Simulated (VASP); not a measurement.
# YbC (Pm-3m) in VASP: a series of runs, part 2 of 2

VASP 6.6.1. Earlier steps stand in the parts before.

**4. Single point, r2SCAN, collinear spin, ferromagnetic start**

This run uses another cell than the first one, of 14.05 Å³/atom.

Contents of POSCAR:

```
YbC
1.0
    3.0399192141      0.0000000000      0.0000000000
    0.0000000000      3.0399192141      0.0000000000
    0.0000000000      0.0000000000      3.0399192141
Yb C
1 1
Direct
    0.0000000000      0.0000000000      0.0000000000
    0.5000000000      0.5000000000      0.5000000000
```

Contents of INCAR.step1:

```
SYSTEM = YbC
PREC = Accurate ; ENCUT = 520
ISMEAR = 0 ; SIGMA = 0.05
LREAL = .FALSE. ; LASPH = .TRUE.
NELM = 150 ; ISPIN = 2
MAGMOM = 1 0 ; LMAXMIX = 6
NBANDS = 25 ; GGA = PE
ALGO = Normal ; EDIFF = 1E-4
LWAVE = .TRUE. ; LCHARG = .FALSE.
```

Contents of INCAR.step2:

```
SYSTEM = YbC
PREC = Accurate ; ENCUT = 520
EDIFF = 1E-7 ; ISMEAR = 0
SIGMA = 0.05 ; LREAL = .FALSE.
LASPH = .TRUE. ; NELM = 150
ALGO = Normal ; ISIF = 2
LWAVE = .FALSE. ; LCHARG = .TRUE.
ISPIN = 2 ; MAGMOM = 1 0
LORBIT = 11 ; LMAXMIX = 6
METAGGA = R2SCAN ; LMIXTAU = .TRUE.
LELF = .TRUE. ; LVHAR = .TRUE.
NBANDS = 25 ; ISTART = 1
```

Contents of KPOINTS:

```
Automatic mesh
0
G
  12 12 12
  0 0 0
```

Potentials or basis: VASP PAW PBE potentials, release 64 (Yb, C).

Run with:

```bash
$ cat potpaw_PBE.64/Yb/POTCAR potpaw_PBE.64/C/POTCAR > POTCAR
$ cp INCAR.step1 INCAR
$ mpirun -np 1 vasp_std > vasp.out
$ cp INCAR.step2 INCAR
$ mpirun -np 1 vasp_std > vasp.out
```

OUTCAR:

```text
SYSTEM = YbC
   PREC = Accurate
   ENCUT = 520
   EDIFF = 1E-7
   ISMEAR = 0
   LREAL = .FALSE.
   LASPH = .TRUE.
   NELM = 150
   ISIF = 2
   ISPIN = 2
   LORBIT = 11
   METAGGA = R2SCAN
   ISTART = 1

 ion  position               nearest neighbor table
   1  0.000  0.000  0.000-   2 2.63   2 2.63   2 2.63   2 2.63   2 2.63   2 2.63   2 2.63   2 2.63

   2  0.500  0.500  0.500-   1 2.63   1 2.63   1 2.63   1 2.63   1 2.63   1 2.63   1 2.63   1 2.63

  LATTYP: Found a simple cubic cell.
 ALAT       =     3.0399192141

  Lattice vectors:

 A1 = (   3.0399192141,   0.0000000000,   0.0000000000)
 A2 = (   0.0000000000,   3.0399192141,   0.0000000000)
 A3 = (   0.0000000000,   0.0000000000,   3.0399192141)

Analysis of symmetry for initial positions (statically):
=====================================================================
 Subroutine PRICEL returns:
 Original cell was already a primitive cell.

 Routine SETGRP: Setting up the symmetry group for a
 simple cubic supercell.

 Subroutine GETGRP returns: Found 48 space group operations
 (whereof 48 operations were pure point group operations)
 out of a pool of 48 trial point group operations.

The static configuration has the point symmetry O_h .

Analysis of symmetry for dynamics (positions and initial velocities):
=====================================================================
 Subroutine PRICEL returns:
 Original cell was already a primitive cell.

 Routine SETGRP: Setting up the symmetry group for a
 simple cubic supercell.

 Subroutine GETGRP returns: Found 48 space group operations
 (whereof 48 operations were pure point group operations)
 out of a pool of 48 trial point group operations.

The dynamic configuration has the point symmetry O_h .

Analysis of structural, dynamic, and magnetic symmetry:
=====================================================================
 Subroutine PRICEL returns:
 Original cell was already a primitive cell.

[... 149 lines left out ...]

 Free energy of the ion-electron system (eV)
  ---------------------------------------------------
  ext. energy  EPLUGINS =         0.00000000
  ---------------------------------------------------
  free energy    TOTEN  =       -44.50387921 eV

  energy without entropy =      -44.50179878  energy(sigma->0) =      -44.50283899

 E-fermi :   3.7834     XC(G=0): -13.1273

 val. band max:        3.7815787027   @ k =   0.3333   0.3333   0.2500
 cond. band min:       3.7887916027   @ k =   0.3333   0.0833   0.0833
 fundamental gap:      0.0072129000
 Fermi energy:         3.7834491429

 spin component 1

 k-point     1 :       0.0000    0.0000    0.0000
  band No.  band energies     occupation
      1     -49.3001      1.00000
      2     -20.4492      1.00000
      3     -20.4492      1.00000
      4     -20.4492      1.00000
      5      -8.3089      1.00000
      6       2.8709      1.00000
[... 661 lines left out ...]
     24      21.9319      0.00000
     25      25.3765      0.00000

 [... further k-points ...]

 spin component 2

 k-point     1 :       0.0000    0.0000    0.0000
  band No.  band energies     occupation
      1     -49.3001      1.00000
      2     -20.4492      1.00000
      3     -20.4492      1.00000
      4     -20.4492      1.00000
      5      -8.3089      1.00000
      6       2.8709      1.00000
[... 661 lines left out ...]
     24      21.9318      0.00000
     25      25.3765      0.00000

 [... further k-points ...]
[... 5 lines left out ...]
  --------------------------------------------------------------------------------------
  -------------------------------------------------------------------------------------
  Total       -0.3690259     -0.3690259     -0.3690259      0.0000000     -0.0000000      0.0000000
  in kB      -21.0465702    -21.0465702    -21.0465702      0.0000000     -0.0000000      0.0000000
  external PRESSURE =     -21.0465702 kB  Pullay stress =       0.0000000 kB

 VOLUME and BASIS-vectors are now :
 -----------------------------------------------------------------------------
  energy-cutoff  :      520.00
  volume of cell :       28.09
      direct lattice vectors                 reciprocal lattice vectors
     3.039919214  0.000000000  0.000000000     0.328956110  0.000000000  0.000000000
     0.000000000  3.039919214  0.000000000     0.000000000  0.328956110  0.000000000
     0.000000000  0.000000000  3.039919214     0.000000000  0.000000000  0.328956110

 POSITION                                       TOTAL-FORCE (eV/Angst)
 -----------------------------------------------------------------------------------
      0.00000      0.00000      0.00000         0.000000      0.000000      0.000000
      1.51996      1.51996      1.51996         0.000000      0.000000      0.000000
 -----------------------------------------------------------------------------------
    total drift:                                0.000000      0.000000      0.000000

  FREE ENERGIE OF THE ION-ELECTRON SYSTEM (eV)
  ---------------------------------------------------
  free  energy   TOTEN  =       -44.5038792121 eV

  energy  without entropy=      -44.5017987775  energy(sigma->0) =      -44.50283899

 total charge

# of ion       s       p       d       f       tot
--------------------------------------------------
    1        2.158   6.056   0.493  13.441  22.148
    2        0.915   1.305   0.000   0.000   2.220
--------------------------------------------------
tot          3.073   7.361   0.493  13.441  24.368

 magnetization (x)

# of ion       s       p       d       f       tot
--------------------------------------------------
    1        0.000  -0.000  -0.000  -0.000  -0.000
    2       -0.000  -0.000   0.000   0.000  -0.000
--------------------------------------------------
tot         -0.000  -0.000  -0.000  -0.000  -0.000
```

OUTCAR.step1:

```text
SYSTEM = YbC
   PREC = Accurate
   ENCUT = 520
   ISMEAR = 0
   LREAL = .FALSE.
   LASPH = .TRUE.
[... 1588 lines left out ...]
      0.00000      0.00000      0.00000         0.000000      0.000000      0.000000
      1.51996      1.51996      1.51996         0.000000      0.000000      0.000000
 -----------------------------------------------------------------------------------
    total drift:                                0.000000      0.000000      0.000000

  FREE ENERGIE OF THE ION-ELECTRON SYSTEM (eV)
  ---------------------------------------------------
  free  energy   TOTEN  =       -11.4341902631 eV

  energy  without entropy=      -11.4323671995  energy(sigma->0) =      -11.43327873
```

OSZICAR.step1:

```text
N       E                     dE             d eps       ncg     rms          rms(c)
DAV:   1     0.142745154278E+03    0.14275E+03   -0.92455E+03 12091   0.741E+03
DAV:   2     0.541348006093E+01   -0.13733E+03   -0.12658E+03 11459   0.713E+02
DAV:   3    -0.114888051179E+02   -0.16902E+02   -0.16249E+02 10901   0.117E+02
DAV:   4    -0.148494206737E+02   -0.33606E+01   -0.33205E+01 15632   0.361E+01
[... 31 lines left out ...]
DAV:  36    -0.114331190793E+02   -0.21984E-02   -0.14001E-03  9396   0.229E+00    0.432E-01
DAV:  37    -0.114337992920E+02   -0.68021E-03   -0.52635E-04  8225   0.129E+00    0.567E-01
DAV:  38    -0.114339879861E+02   -0.18869E-03   -0.10161E-04  5435   0.493E-01    0.508E-01
DAV:  39    -0.114341976779E+02   -0.20969E-03   -0.40435E-04  7229   0.116E+00    0.268E-01
DAV:  40    -0.114341902631E+02    0.74148E-05   -0.68964E-05  5299   0.231E-01
   1 F= -.11434190E+02 E0= -.11433279E+02  d E =-.182306E-02  mag=    -0.0080
```

It took 12 min on 1 thread of Oxide Virtual Turin-like, shared host; peak memory 0.21 GiB.

What came out:

```yaml
Free_energy: -44.5039 eV
Pressure: -2.1 GPa
Band_gap_on_the_k_mesh: zero (filled and empty bands overlap)
Net_moment: 0.00 μB per cell
Valence_electrons_inside_the_program's_atomic_spheres: Yb 22.15; C 2.22
```

Caveat: the PAW data sets were made with another functional, which shifts forces and pressure a little; spin-orbit coupling is left out, which moves the levels of the heavy elements. The state reached can hang on the start; a lower one may exist.

**5. Overview**

```tsv
cell	gap on the mesh (eV)	pressure (GPa)	moment (μB)
a = 3.022 Å, 2 atoms	none	0.0	0.00
a = 3.026 Å, 2 atoms	none	-0.5	0.00
a = 3.040 Å, 2 atoms	none	-2.1	0.00
```

Alike in all rows: task single point; level r2SCAN; potentials or basis VASP PAW PBE potentials, release 64 (Yb, C); spin collinear, ferromagnetic start; k mesh 12 × 12 × 12; cutoff (eV) 520; smearing gaussian 0.05 eV.

Caveats: the PAW data sets were made with another functional, which shifts forces and pressure a little; spin-orbit coupling is left out, which moves the levels of the heavy elements.

Absolute energies hang on the potentials; compare differences alone.
